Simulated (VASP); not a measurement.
Here is a VASP 6.6.1 calculation.

The input INCAR:

```
SYSTEM = Be
  PREC = Accurate
  ENCUT = 600
  EDIFF = 1E-6
  ISMEAR = -1
  SIGMA = 0.1
  LREAL = .False.
  LASPH = .True.
  NELM = 120
  ALGO = Normal
  ISIF = 2
  LWAVE = .False.
  LCHARG = .False.
  NBANDS = 7
  GGA_COMPAT = .False.
```

The input KPOINTS:

```
Automatic mesh
0
Gamma
  21 21 21
  0 0 0
```

The input POSCAR:

```
Be
1.0
    1.8061325457      0.0000000000      0.0000000000
    0.0000000000      1.8061325457      0.0000000000
    0.0000000000      0.0000000000      1.8061325457
Be
1
Direct
    0.0000000000      0.0000000000      0.0000000000
```

Potentials or basis: VASP PAW LDA potentials, release 64 (Be).

Run with:

```sh
$ cat potpaw_LDA.64/Be/POTCAR > POTCAR
$ mpirun -np 1 vasp_std > vasp.out
```

(1) Predict the pressure.

(2) Predict the band gap on the k mesh.

## Answers

(1) 93.9 GPa.

(2) zero (band 1 reaches 16.88 eV, above the bottom of band 2 at 9.21 eV).
